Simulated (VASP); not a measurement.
# Ga3As (P6_3/mmc) in VASP: single point with r2SCAN

Aim: the single point of Ga3As with r2SCAN.

Everything below comes from runs of VASP 6.6.1. Logs are shortened: lines on timing, memory, paths and dates and some standing lists are left out, and cuts for length are marked.

**1. The cell of the first run**

The structure is hexagonal, space group P6_3/mmc (No. 194). The conventional cell has a = 5.838 Å, b = 5.838 Å, c = 5.049 Å, α = 90.00°, β = 90.00°, γ = 120.00°. Ga (site symmetry mm2) has 8 Ga at 2.92 to 3.04 Å and 4 As at 2.92 to 3.03 Å within 3.8 Å. As (site symmetry -6m2) has 12 Ga at 2.92 to 3.03 Å within 3.8 Å.

**2. Single point, r2SCAN**

File POSCAR:

```
Ga3As
1.0
    5.8384762675      0.0000000000      0.0000000000
   -2.9192381338      5.0562687670      0.0000000000
    0.0000000000      0.0000000000      5.0485354742
Ga As
6 2
Direct
    0.8331099254      0.6662198509      0.2500000000
    0.1668900746      0.8331099254      0.7500000000
    0.3337801491      0.1668900746      0.2500000000
    0.1668900746      0.3337801491      0.7500000000
    0.8331099254      0.1668900746      0.2500000000
    0.6662198509      0.8331099254      0.7500000000
    0.3333333333      0.6666666667      0.2500000000
    0.6666666667      0.3333333333      0.7500000000
```

File INCAR.step1:

```
SYSTEM = Ga3As
PREC = Accurate
ENCUT = 520
ISMEAR = 0
SIGMA = 0.1
LREAL = .FALSE.
LASPH = .TRUE.
NELM = 100
NBANDS = 54
GGA = PE
ALGO = Normal
EDIFF = 1E-4
LWAVE = .TRUE.
LCHARG = .FALSE.
```

File INCAR.step2:

```
SYSTEM = Ga3As
PREC = Accurate
ENCUT = 520
EDIFF = 1E-7
ISMEAR = 0
SIGMA = 0.1
LREAL = .FALSE.
LASPH = .TRUE.
NELM = 100
ALGO = Normal
ISIF = 2
LWAVE = .FALSE.
LCHARG = .TRUE.
METAGGA = R2SCAN
LMIXTAU = .TRUE.
LELF = .TRUE.
LVHAR = .TRUE.
NBANDS = 54
ISTART = 1
```

File KPOINTS:

```
Automatic mesh
0
G
  6 6 8
  0 0 0
```

Potentials or basis: VASP PAW PBE potentials, release 64 (Ga_d, As).

Run with:

```
$ cat potpaw_PBE.64/Ga_d/POTCAR potpaw_PBE.64/As/POTCAR > POTCAR
$ cp INCAR.step1 INCAR
$ mpirun -np 1 vasp_std > vasp.out
$ cp INCAR.step2 INCAR
$ mpirun -np 1 vasp_std > vasp.out
```

OUTCAR:

```text
SYSTEM = Ga3As
   PREC = Accurate
   ENCUT = 520
   EDIFF = 1E-7
   ISMEAR = 0
   LREAL = .FALSE.
   LASPH = .TRUE.
   NELM = 100
   ISIF = 2
   METAGGA = R2SCAN
   ISTART = 1

 ion  position               nearest neighbor table
   1  0.833  0.666  0.250-   3 2.92   5 2.92   7 2.92   7 2.92
   2  0.167  0.833  0.750-   4 2.92   6 2.92   8 2.92   8 2.92
   3  0.334  0.167  0.250-   1 2.92   5 2.92   7 2.92   7 2.92
   4  0.167  0.334  0.750-   6 2.92   2 2.92   8 2.92   8 2.92
   5  0.833  0.167  0.250-   1 2.92   3 2.92   7 2.92   7 2.92
   6  0.666  0.833  0.750-   4 2.92   2 2.92   8 2.92   8 2.92
   7  0.333  0.667  0.250-   5 2.92   5 2.92   3 2.92   3 2.92   1 2.92   1 2.92
   8  0.667  0.333  0.750-   2 2.92   2 2.92   6 2.92   6 2.92   4 2.92   4 2.92

  LATTYP: Found a hexagonal cell.
 ALAT       =     5.8384762675
 C/A-ratio  =     0.8647008642

  Lattice vectors:

 A1 = (   5.8384762675,   0.0000000000,   0.0000000000)
 A2 = (  -2.9192381338,   5.0562687670,   0.0000000000)
 A3 = (   0.0000000000,   0.0000000000,   5.0485354742)

Analysis of symmetry for initial positions (statically):
=====================================================================
 Subroutine PRICEL returns:
 Original cell was already a primitive cell.

 Routine SETGRP: Setting up the symmetry group for a
 hexagonal supercell.

 Subroutine GETGRP returns: Found 24 space group operations
 (whereof 12 operations were pure point group operations)
 out of a pool of 24 trial point group operations.

The static configuration has the point symmetry D_3d.
 The point group associated with its full space group is D_6h.

Analysis of symmetry for dynamics (positions and initial velocities):
=====================================================================
 Subroutine PRICEL returns:
 Original cell was already a primitive cell.

 Routine SETGRP: Setting up the symmetry group for a
 hexagonal supercell.

 Subroutine GETGRP returns: Found 24 space group operations
 (whereof 12 operations were pure point group operations)
 out of a pool of 24 trial point group operations.

The dynamic configuration has the point symmetry D_3d.
 The point group associated with its full space group is D_6h.

 Subroutine INISYM returns: Found 24 space group operations
 (whereof 12 operations are pure point group operations),
 and found     1 'primitive' translations

----------------------------------------------------------------------------------------

                                     Primitive cell

  volume of cell :     149.0373

  direct lattice vectors                    reciprocal lattice vectors
     5.838476267  0.000000000  0.000000000     0.171277565  0.098887148  0.000000000
    -2.919238134  5.056268767  0.000000000     0.000000000  0.197774297  0.000000000
     0.000000000  0.000000000  5.048535474     0.000000000  0.000000000  0.198077245

  length of vectors
     5.838476267  5.838476267  5.048535474     0.197774297  0.197774297  0.198077245

  position of ions in fractional coordinates (direct lattice)
     0.833109925  0.666219851  0.250000000
     0.166890075  0.833109925  0.750000000
     0.333780149  0.166890075  0.250000000
     0.166890075  0.333780149  0.750000000
     0.833109925  0.166890075  0.250000000
     0.666219851  0.833109925  0.750000000
     0.333333333  0.666666667  0.250000000
     0.666666667  0.333333333  0.750000000

  ion indices of the primitive-cell ions
   primitive index   ion index
                 1           1
                 2           2
                 3           3
                 4           4
                 5           5
                 6           6
                 7           7
                 8           8

----------------------------------------------------------------------------------------

 KPOINTS: Automatic mesh

Automatic generation of k-mesh.
 Grid dimensions read from file:
 generate k-points for:    6    6    8

 Generating k-lattice:

  Cartesian coordinates                     Fractional coordinates (reciprocal lattice)
     0.028546261  0.016481191  0.000000000     0.166666667 -0.000000000  0.000000000
     0.000000000  0.032962383  0.000000000     0.000000000  0.166666667  0.000000000
     0.000000000  0.000000000  0.024759656     0.000000000  0.000000000  0.125000000

  Length of vectors
     0.032962383  0.032962383  0.024759656

  Shift w.r.t. Gamma in fractional coordinates (k-lattice)
     0.000000000  0.000000000  0.000000000

 Subroutine IBZKPT returns following result:
 ===========================================

 Found     35 irreducible k-points:

 Following reciprocal coordinates:
            Coordinates               Weight
  0.000000  0.000000  0.000000      1.000000
  0.166667  0.000000  0.000000      6.000000
  0.333333  0.000000  0.000000      6.000000
  0.500000  0.000000  0.000000      3.000000
  0.166667  0.166667  0.000000      6.000000
  0.333333  0.166667  0.000000     12.000000
[... 16 lines left out ...]
  0.166667  0.000000  0.375000     12.000000
  0.333333  0.000000  0.375000     12.000000
 [... further k-points ...]
   k-points           NKPTS =     35   k-points in BZ     NKDIM =     35   number of bands    NBANDS=     54
   number of dos      NEDOS =    301   number of ions     NIONS =      8
   total plane-waves  NPLWV =  92160
   dimension x,y,z NGX =    48 NGY =   48 NGZ =   40
   dimension x,y,z NGXF=    96 NGYF=   96 NGZF=   80
   ions per type =               6   2
   NGX,Y,Z   is equivalent  to a cutoff of  13.67, 13.67, 13.17 a.u.
   NGXF,Y,Z  is equivalent  to a cutoff of  27.34, 27.34, 26.34 a.u.
 SYSTEM =  Ga3As
   PREC   = accura    normal or accurate (medium, high low for compatibility)
   ISTART =      1    job   : 0-new  1-cont  2-samecut
   ICHARG =      0    charge: 1-file 2-atom 10-const
   ISPIN  =      1    spin polarized calculation?
   LNONCOLLINEAR =      F non collinear calculations
   LSORBIT =      F    spin-orbit coupling
   LASPH  =      T    aspherical Exc in radial PAW
   ENCUT  =  520.0 eV  38.22 Ry    6.18 a.u.  10.86 10.86  9.39*2*pi/ulx,y,z
   NELM   =    100;   NELMIN=  2; NELMDL=  0     # of ELM steps
   EDIFF  = 0.1E-06   stopping-criterion for ELM
   LREAL  =      F    real-space projection
   EDIFFG = 0.1E-05   stopping-criterion for IOM
   NSW    =      0    number of steps for IOM
   IBRION =     -1    ionic relax: 0-MD 1-quasi-New 2-CG
   NFREE  =      0    steps in history (QN), initial steepest desc. (CG)
   ISIF   =      2    stress and relaxation
   ISYM   =      2    0-nonsym 1-usesym 2-fastsym
   POTIM  = 0.5000    time-step for ionic-motion
   TEBEG  =    0.0;   TEEND  =   0.0 temperature during run
   PSTRESS=    0.0 pullay stress
   NELECT =      88.0000    total number of electrons
   NUPDOWN=      -1.0000    fix difference up-down
   EMIN   =  10.00;   EMAX   =-10.00  energy-range for DOS
   EFERMI =   0.00;   METHOD = LEGACY
   ISMEAR =     0;   SIGMA  =   0.10  broadening in eV -4-tet -1-fermi 0-gaus
   EFERMI_NEDOS =   21; number of points for ismear=-14 and -15
   IALGO  =     38    algorithm
   IMIX   =      4    mixing-type and parameters
     AMIX     =   0.40;   BMIX     =  1.00
     AMIX_MAG =   1.60;   BMIX_MAG =  1.00
  volume/ion in A,a.u.               =      18.63       125.72
  Fermi-wavevector in a.u.,A,eV,Ry     =   1.373422  2.595391 25.664509  1.886288
  Thomas-Fermi vector in A             =   2.498940
   LORBIT       =      0    0 simple, 1 ext, 2 COOP (PROOUT), +10 PAW based schemes
   METAGGA = R2SCAN    functional components
   LHFCALC =     F    Hartree Fock is set to
   AEXX    =    0.0000 exact exchange contribution
   IVDW    =     0    specifies the selected vdW correction
   LEPSILON=     F    determine dielectric tensor
   LRPA    =     F    only Hartree local field effects (RPA)
 non-spin polarized calculation
 Gauss-broadening in eV      SIGMA  =   0.10
  energy-cutoff  :      520.00
  volume of cell :      149.04
 maximum number of plane-waves:      4063
 NGX is ok and might be reduce to    48
   NGX = 21   NGY = 21   NGZ = 19

 number of electron      88.0000009 magnetization

 Free energy of the ion-electron system (eV)
  ---------------------------------------------------
  ext. energy  EPLUGINS =         0.00000000
  ---------------------------------------------------
  free energy    TOTEN  =       -96.40230989 eV

  energy without entropy =      -96.39335585  energy(sigma->0) =      -96.39783287

 E-fermi :   5.7876     XC(G=0): -12.0178

 val. band max:        5.7656075137   @ k =   0.3333   0.0000   0.1250
 cond. band min:       5.7906982948   @ k =   0.5000   0.0000   0.1250
 fundamental gap:      0.0250907812
 Fermi energy:         5.7875595131

 k-point     1 :       0.0000    0.0000    0.0000
  band No.  band energies     occupation
      1      -9.8240      2.00000
      2      -9.8071      2.00000
      3      -9.7750      2.00000
      4      -9.7750      2.00000
      5      -9.7687      2.00000
      6      -9.7521      2.00000
[... 46 lines left out ...]
     53      10.1307      0.00000
     54      11.6796      0.00000

 k-point     2 :       0.1667    0.0000    0.0000
  band No.  band energies     occupation
      1      -9.8075      2.00000
      2      -9.7912      2.00000
      3      -9.7680      2.00000
      4      -9.7583      2.00000
      5      -9.7573      2.00000
      6      -9.7376      2.00000
[... 46 lines left out ...]
     53       9.7577      0.00000
     54      11.0263      0.00000
[... 1195 lines left out ...]
     53      11.6175      0.00000
     54      12.0184      0.00000

 k-point    24 :       0.3333    0.0000    0.3750
  band No.  band energies     occupation
      1      -9.7731      2.00000
      2      -9.7629      2.00000
      3      -9.7456      2.00000
      4      -9.7280      2.00000
      5      -9.7267      2.00000
      6      -9.6999      2.00000
[... 46 lines left out ...]
     53      10.7934      0.00000
     54      11.8005      0.00000

 [... further k-points ...]

------------------------ aborting loop because EDIFF is reached ----------------------------------------

  FORCE on cell =-STRESS in cart. coord.  units (eV):
  Direction    XX          YY          ZZ          XY          YZ          ZX
  --------------------------------------------------------------------------------------
  -------------------------------------------------------------------------------------
  Total        0.0016630      0.0016630     -0.0380219     -0.0000000      0.0000000      0.0000000
  in kB        0.0178770      0.0178770     -0.4087415     -0.0000000      0.0000000      0.0000000
  external PRESSURE =      -0.1243292 kB  Pullay stress =       0.0000000 kB

 VOLUME and BASIS-vectors are now :
 -----------------------------------------------------------------------------
  energy-cutoff  :      520.00
  volume of cell :      149.04
      direct lattice vectors                 reciprocal lattice vectors
     5.838476267  0.000000000  0.000000000     0.171277565  0.098887148  0.000000000
    -2.919238134  5.056268767  0.000000000     0.000000000  0.197774297  0.000000000
     0.000000000  0.000000000  5.048535474     0.000000000  0.000000000  0.198077245

 POSITION                                       TOTAL-FORCE (eV/Angst)
 -----------------------------------------------------------------------------------
      2.91924      3.36859      1.26213         0.000000     -0.003288      0.000000
     -1.45766      4.21243      3.78640         0.002848     -0.001644     -0.000000
      1.46158      0.84384      1.26213         0.002848      0.001644     -0.000000
      0.00000      1.68768      3.78640        -0.000000      0.003288     -0.000000
      4.37690      0.84384      1.26213        -0.002848      0.001644      0.000000
      1.45766      4.21243      3.78640        -0.002848     -0.001644      0.000000
     -0.00000      3.37085      1.26213        -0.000000     -0.000000      0.000000
      2.91924      1.68542      3.78640        -0.000000     -0.000000      0.000000
 -----------------------------------------------------------------------------------
    total drift:                                0.000000     -0.000000      0.000000

  FREE ENERGIE OF THE ION-ELECTRON SYSTEM (eV)
  ---------------------------------------------------
  free  energy   TOTEN  =       -96.4023098902 eV

  energy  without entropy=      -96.3933558459  energy(sigma->0) =      -96.39783287
```

It took 37 min on 1 thread of Intel Xeon 8259CL, shared host; peak memory 0.47 GiB.

Results:

```
Free energy            : -96.4023 eV
Pressure               : 0.0 GPa
Largest force          : 0.003 eV/Å
Band gap on the k mesh : zero (bands 44 and 45 overlap by 3.92 eV)
```

Forces in eV/Å, atoms in the order of the input:
```
Ga   0.000 -0.003  0.000
Ga   0.003 -0.002  0.000
Ga   0.003  0.002  0.000
Ga   0.000  0.003  0.000
Ga  -0.003  0.002  0.000
Ga  -0.003 -0.002  0.000
As   0.000  0.000  0.000
As   0.000  0.000  0.000
```

Caveat: the PAW data sets were made with another functional, which shifts forces and pressure a little.
